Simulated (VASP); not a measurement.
# BP (F-43m) in VASP: further runs

Runs on BP. Level: PBEsol. Tasks: single point, relaxation of cell and atoms.

All numbers are computed with VASP 6.6.1; they aren't measurements. Logs are shortened: lines on timing, memory, paths and dates and some standing lists are left out, and cuts for length are marked.

## (1) The cell of the first run

Symmetry: F-43m, No. 216, cubic system. Conventional cell: a = 4.520 Å, b = 4.520 Å, c = 4.520 Å, α = 90.00°, β = 90.00°, γ = 90.00°. B (site symmetry -43m) has 4 P at 1.96 Å within 2.6 Å. P (site symmetry -43m) has 4 B at 1.96 Å within 2.6 Å.

## (2) Single point, PBEsol

INCAR reads:

```
SYSTEM = BP
  PREC = Accurate
  ENCUT = 520
  EDIFF = 1E-6
  ISMEAR = 0
  SIGMA = 0.01
  LREAL = .FALSE.
  LASPH = .TRUE.
  NELM = 80
  ALGO = Normal
  ISIF = 2
  LWAVE = .FALSE.
  LCHARG = .TRUE.
  GGA = PS
  LELF = .TRUE.
  LVHAR = .TRUE.
  NBANDS = 11
```

KPOINTS reads:

```
Automatic mesh
0
G
  10 10 10
  0 0 0
```

POSCAR reads:

```
BP
1.0
    0.0000000000      2.2600863986      2.2600863986
    2.2600863986      0.0000000000      2.2600863986
    2.2600863986      2.2600863986      0.0000000000
B P
1 1
Direct
    0.0000000000      0.0000000000      0.0000000000
    0.7500000000      0.7500000000      0.7500000000
```

Potentials or basis: VASP PAW PBE potentials, release 64 (B, P).

Run with:

```bash
> cat potpaw_PBE.64/B/POTCAR potpaw_PBE.64/P/POTCAR > POTCAR
> mpirun -np 1 vasp_std > vasp.out
```

OUTCAR:

```text
SYSTEM = BP
   PREC = Accurate
   ENCUT = 520
   EDIFF = 1E-6
   ISMEAR = 0
   LREAL = .FALSE.
   LASPH = .TRUE.
   NELM = 80
   ISIF = 2
   GGA = PS

 ion  position               nearest neighbor table
   1  0.000  0.000  0.000-   2 1.96   2 1.96   2 1.96   2 1.96
   2  0.750  0.750  0.750-   1 1.96   1 1.96   1 1.96   1 1.96

  LATTYP: Found a face centered cubic cell.
 ALAT       =     4.5201727972

  Lattice vectors:

 A1 = (   0.0000000000,   2.2600863986,   2.2600863986)
 A2 = (   2.2600863986,   0.0000000000,   2.2600863986)
 A3 = (   2.2600863986,   2.2600863986,   0.0000000000)

Analysis of symmetry for initial positions (statically):
=====================================================================
 Subroutine PRICEL returns:
 Original cell was already a primitive cell.

 Routine SETGRP: Setting up the symmetry group for a
 face centered cubic supercell.

 Subroutine GETGRP returns: Found 24 space group operations
 (whereof 24 operations were pure point group operations)
 out of a pool of 48 trial point group operations.

The static configuration has the point symmetry T_d .

Analysis of symmetry for dynamics (positions and initial velocities):
=====================================================================
 Subroutine PRICEL returns:
 Original cell was already a primitive cell.

 Routine SETGRP: Setting up the symmetry group for a
 face centered cubic supercell.

 Subroutine GETGRP returns: Found 24 space group operations
 (whereof 24 operations were pure point group operations)
 out of a pool of 48 trial point group operations.

The dynamic configuration has the point symmetry T_d .

 Subroutine INISYM returns: Found 24 space group operations
 (whereof 24 operations are pure point group operations),
 and found     1 'primitive' translations

----------------------------------------------------------------------------------------

                                     Primitive cell

  volume of cell :      23.0890

  direct lattice vectors                    reciprocal lattice vectors
     0.000000000  2.260086399  2.260086399    -0.221230481  0.221230481  0.221230481
     2.260086399  0.000000000  2.260086399     0.221230481 -0.221230481  0.221230481
     2.260086399  2.260086399  0.000000000     0.221230481  0.221230481 -0.221230481

  length of vectors
     3.196244837  3.196244837  3.196244837     0.383182432  0.383182432  0.383182432

  position of ions in fractional coordinates (direct lattice)
     0.000000000  0.000000000  0.000000000
     0.750000000  0.750000000  0.750000000

  ion indices of the primitive-cell ions
[... 79 lines left out ...]
   IBRION =     -1    ionic relax: 0-MD 1-quasi-New 2-CG
   NFREE  =      0    steps in history (QN), initial steepest desc. (CG)
   ISIF   =      2    stress and relaxation
   ISYM   =      2    0-nonsym 1-usesym 2-fastsym
   POTIM  = 0.5000    time-step for ionic-motion
   TEBEG  =    0.0;   TEEND  =   0.0 temperature during run
   PSTRESS=    0.0 pullay stress
   NELECT =       8.0000    total number of electrons
   NUPDOWN=      -1.0000    fix difference up-down
   EMIN   =  10.00;   EMAX   =-10.00  energy-range for DOS
   EFERMI =   0.00;   METHOD = LEGACY
   ISMEAR =     0;   SIGMA  =   0.01  broadening in eV -4-tet -1-fermi 0-gaus
   EFERMI_NEDOS =   21; number of points for ismear=-14 and -15
   IALGO  =     38    algorithm
   IMIX   =      4    mixing-type and parameters
     AMIX     =   0.40;   BMIX     =  1.00
     AMIX_MAG =   1.60;   BMIX_MAG =  1.00
  volume/ion in A,a.u.               =      11.54        77.91
  Fermi-wavevector in a.u.,A,eV,Ry     =   1.149837  2.172878 17.988619  1.322126
  Thomas-Fermi vector in A             =   2.286505
   LORBIT       =      0    0 simple, 1 ext, 2 COOP (PROOUT), +10 PAW based schemes
   GGA     = PS    functional components
   LHFCALC =     F    Hartree Fock is set to
   AEXX    =    0.0000 exact exchange contribution
   IVDW    =     0    specifies the selected vdW correction
   LEPSILON=     F    determine dielectric tensor
   LRPA    =     F    only Hartree local field effects (RPA)
 non-spin polarized calculation
 Gauss-broadening in eV      SIGMA  =   0.01
  energy-cutoff  :      520.00
  volume of cell :       23.09
 maximum number of plane-waves:       636
   NGX = 11   NGY = 11   NGZ = 11

 number of electron       8.0000001 magnetization

 Free energy of the ion-electron system (eV)
  ---------------------------------------------------
  ext. energy  EPLUGINS =         0.00000000
  ---------------------------------------------------
  free energy    TOTEN  =       -13.67361930 eV

  energy without entropy =      -13.67361930  energy(sigma->0) =      -13.67361930

 E-fermi :   7.6171     XC(G=0): -11.0956

 val. band max:        7.5456621741   @ k =   0.0000   0.0000   0.0000
 cond. band min:       8.6612949995   @ k =   0.4000   0.4000   0.0000
 fundamental gap:      1.1156328253
 Fermi energy:         7.6171445879

 k-point     1 :       0.0000    0.0000    0.0000
  band No.  band energies     occupation
      1      -8.0583      2.00000
      2       7.5457      2.00000
      3       7.5457      2.00000
      4       7.5457      2.00000
      5      10.9201      0.00000
      6      10.9201      0.00000
      7      10.9201      0.00000
      8      15.0678      0.00000
      9      18.8695      0.00000
     10      19.7020      0.00000
     11      19.7020      0.00000
[... 309 lines left out ...]
 k-point    24 :       0.4000    0.3000    0.0000
  band No.  band energies     occupation
      1      -5.0763      2.00000
      2       1.3554      2.00000
      3       3.4121      2.00000
      4       3.9648      2.00000
      5       9.2485      0.00000
      6      11.0390      0.00000
      7      17.0769      0.00000
      8      17.0811      0.00000
      9      21.6162      0.00000
     10      22.8751      0.00000
     11      24.6336      0.00000

 [... further k-points ...]
[... 5 lines left out ...]
  --------------------------------------------------------------------------------------
  -------------------------------------------------------------------------------------
  Total        0.0143064      0.0143064      0.0143064      0.0000000      0.0000000      0.0000000
  in kB        0.9927380      0.9927380      0.9927380      0.0000000      0.0000000      0.0000000
  external PRESSURE =       0.9927380 kB  Pullay stress =       0.0000000 kB

 VOLUME and BASIS-vectors are now :
 -----------------------------------------------------------------------------
  energy-cutoff  :      520.00
  volume of cell :       23.09
      direct lattice vectors                 reciprocal lattice vectors
     0.000000000  2.260086399  2.260086399    -0.221230481  0.221230481  0.221230481
     2.260086399  0.000000000  2.260086399     0.221230481 -0.221230481  0.221230481
     2.260086399  2.260086399  0.000000000     0.221230481  0.221230481 -0.221230481

 POSITION                                       TOTAL-FORCE (eV/Angst)
 -----------------------------------------------------------------------------------
      0.00000      0.00000      0.00000        -0.000000      0.000000     -0.000000
      3.39013      3.39013      3.39013         0.000000     -0.000000      0.000000
 -----------------------------------------------------------------------------------
    total drift:                               -0.000000     -0.000000     -0.000000

  FREE ENERGIE OF THE ION-ELECTRON SYSTEM (eV)
  ---------------------------------------------------
  free  energy   TOTEN  =       -13.6736192997 eV

  energy  without entropy=      -13.6736192997  energy(sigma->0) =      -13.67361930
```

stdout:

```text
POSCAR found type information on POSCAR B P
 POSCAR found :  2 types and       2 ions
 scaLAPACK will be used
 -----------------------------------------------------------------------------
|                                                                             |
|                                                                             |
|     You enforced a specific xc type in the INCAR file but a different       |
|     I HOPE YOU KNOW WHAT YOU ARE DOING!                                     |
|                                                                             |
 -----------------------------------------------------------------------------

 LDA part: xc-table for (Slater+PW92), standard interpolation
 POSCAR, INCAR and KPOINTS ok, starting setup
 FFT: planning ... GRIDC
 FFT: planning ... GRID_SOFT
 FFT: planning ... GRID
 WAVECAR not read
 entering main loop
```

It took 6.7 s on 1 thread of Intel Xeon Platinum 8488C (Sapphire Rapids), shared host; peak memory 0.13 GiB.

What came out:

- Free energy: -13.6736 eV
- Pressure: 0.1 GPa
- Band gap on the k mesh: 1.12 eV, indirect (least direct gap 3.37 eV)

Levels at points of the mesh, in eV from the valence-band top:
| k point | band 2 | band 3 | band 4 | band 5 | band 6 | band 7 |
| --- | --- | --- | --- | --- | --- | --- |
| (0.00, 0.00, 0.00) | 0.00 | 0.00 | 0.00 | 3.37 | 3.37 | 3.37 |
| (0.50, 0.00, 0.00) | -9.18 | -1.78 | -1.78 | 3.80 | 4.66 | 4.66 |
| (0.50, 0.50, 0.00) | -8.66 | -4.19 | -4.19 | 1.20 | 1.51 | 12.21 |

Caveat: the PAW data sets were made with another functional, which shifts forces and pressure a little.

## (3) Relaxation of cell and atoms, PBEsol

INCAR reads:

```
SYSTEM = BP
ALGO = Normal
EDIFF = 1E-6
EDIFFG = -0.001
ENCUT = 600
GGA = PS
IBRION = 2
ISIF = 3
ISMEAR = 0
LASPH = .TRUE.
LCHARG = .FALSE.
LREAL = .FALSE.
LWAVE = .FALSE.
NELM = 60
NSW = 80
PREC = Accurate
SIGMA = 0.01
```

KPOINTS reads:

```
k-points
0
G
  10 10 10
  0 0 0
```

POSCAR is that of step 2.

Potentials or basis: VASP PAW PBE potentials, release 64 (B, P).

Run with:

```bash
> cat potpaw_PBE.64/B/POTCAR potpaw_PBE.64/P/POTCAR > POTCAR
> mpirun -np 1 vasp_std > vasp.out
```

OUTCAR:

```text
SYSTEM = BP
   EDIFF = 1E-6
   EDIFFG = -0.001
   ENCUT = 600
   GGA = PS
   IBRION = 2
   ISIF = 3
   ISMEAR = 0
   LASPH = .TRUE.
   LREAL = .FALSE.
   NELM = 60
   NSW = 80
   PREC = Accurate

 ion  position               nearest neighbor table
   1  0.000  0.000  0.000-   2 1.96   2 1.96   2 1.96   2 1.96
   2  0.750  0.750  0.750-   1 1.96   1 1.96   1 1.96   1 1.96

  LATTYP: Found a face centered cubic cell.
 ALAT       =     4.5201727972

  Lattice vectors:

 A1 = (   0.0000000000,   2.2600863986,   2.2600863986)
 A2 = (   2.2600863986,   0.0000000000,   2.2600863986)
 A3 = (   2.2600863986,   2.2600863986,   0.0000000000)

Analysis of symmetry for initial positions (statically):
=====================================================================
 Subroutine PRICEL returns:
 Original cell was already a primitive cell.

 Routine SETGRP: Setting up the symmetry group for a
 face centered cubic supercell.

 Subroutine GETGRP returns: Found 24 space group operations
 (whereof 24 operations were pure point group operations)
 out of a pool of 48 trial point group operations.

[... 170 lines left out ...]
  --------------------------------------------------------------------------------------
  -------------------------------------------------------------------------------------
  Total        0.0152062      0.0152062      0.0152062      0.0000000      0.0000000      0.0000000
  in kB        1.0551816      1.0551816      1.0551816      0.0000000      0.0000000      0.0000000
  external PRESSURE =       1.0551816 kB  Pullay stress =       0.0000000 kB
[... 59 lines left out ...]
--------------------------------------- Ionic step        3  -------------------------------------------

 number of electron       8.0000000 magnetization

 Free energy of the ion-electron system (eV)
  ---------------------------------------------------
  ext. energy  EPLUGINS =         0.00000000
  ---------------------------------------------------
  free energy    TOTEN  =       -13.67526250 eV

  energy without entropy =      -13.67526250  energy(sigma->0) =      -13.67526250

 E-fermi :   7.5781     XC(G=0): -11.0928

 val. band max:        7.5376634188   @ k =   0.0000   0.0000   0.0000
 cond. band min:       8.6540792036   @ k =   0.4000   0.4000   0.0000
 fundamental gap:      1.1164157848
 Fermi energy:         7.5781050285

 k-point     1 :       0.0000    0.0000    0.0000
  band No.  band energies     occupation
      1      -8.0601      2.00000
      2       7.5377      2.00000
      3       7.5377      2.00000
      4       7.5377      2.00000
      5      10.9110      0.00000
      6      10.9110      0.00000
      7      10.9110      0.00000
      8      15.0503      0.00000
[... 243 lines left out ...]
 k-point    24 :       0.4000    0.3000    0.0000
  band No.  band energies     occupation
      1      -5.0798      2.00000
      2       1.3489      2.00000
      3       3.4065      2.00000
      4       3.9588      2.00000
      5       9.2410      0.00000
      6      11.0311      0.00000
      7      17.0647      0.00000
      8      17.0683      0.00000

 [... further k-points ...]
[... 5 lines left out ...]
  --------------------------------------------------------------------------------------
  -------------------------------------------------------------------------------------
  Total       -0.0010848     -0.0010848     -0.0010848      0.0000000      0.0000000      0.0000000
  in kB       -0.0752247     -0.0752247     -0.0752247      0.0000000      0.0000000      0.0000000
  external PRESSURE =      -0.0752247 kB  Pullay stress =       0.0000000 kB
[... 17 lines left out ...]
  FREE ENERGIE OF THE ION-ELECTRON SYSTEM (eV)
  ---------------------------------------------------
  free  energy   TOTEN  =       -13.6752625009 eV

  energy  without entropy=      -13.6752625009  energy(sigma->0) =      -13.67526250

 reached required accuracy - stopping structural energy minimisation
```

CONTCAR:

```text
BP
   1.00000000000000
     0.0000000000000000    2.2605729145748459    2.2605729145748459
     2.2605729145748459    0.0000000000000000    2.2605729145748459
     2.2605729145748459    2.2605729145748459    0.0000000000000000
  B               P
     1     1
Direct
     0.0000000000000000    0.0000000000000000    0.0000000000000000
     0.7500000000000000    0.7500000000000000    0.7500000000000000

  0.00000000E+00  0.00000000E+00  0.00000000E+00
  0.00000000E+00  0.00000000E+00  0.00000000E+00
```

Run time: 17 s. Hardware: 1 thread of Intel Xeon Platinum 8488C (Sapphire Rapids), shared host; peak memory 0.15 GiB.

Results:

| Item | Value |
| --- | --- |
| Free energy | -13.6753 eV |
| Relaxed volume | 11.55 Å³/atom |
| Relaxed cell | a = 3.197 Å, b = 3.197 Å, c = 3.197 Å, α = 60.00°, β = 60.00°, γ = 60.00° |
| Space group after relaxing (to 0.05 Å) | F-43m (No. 216) |
| Energy gained by relaxing | 0.0 meV/atom |
| Ionic steps | 3 |
| Pressure after relaxing | 0.0 GPa |
| Band gap on the k mesh | 1.12 eV, indirect (least direct gap 3.37 eV) |

Final structure:
```
B P
1.0
     0.00000    2.26057    2.26057
     2.26057    0.00000    2.26057
     2.26057    2.26057    0.00000
B P
1 1
Direct
  0.00000 0.00000 0.00000
  0.75000 0.75000 0.75000
```

Caveat: the PAW data sets were made with another functional, which shifts forces and pressure a little.

[end of part 1 of 2]
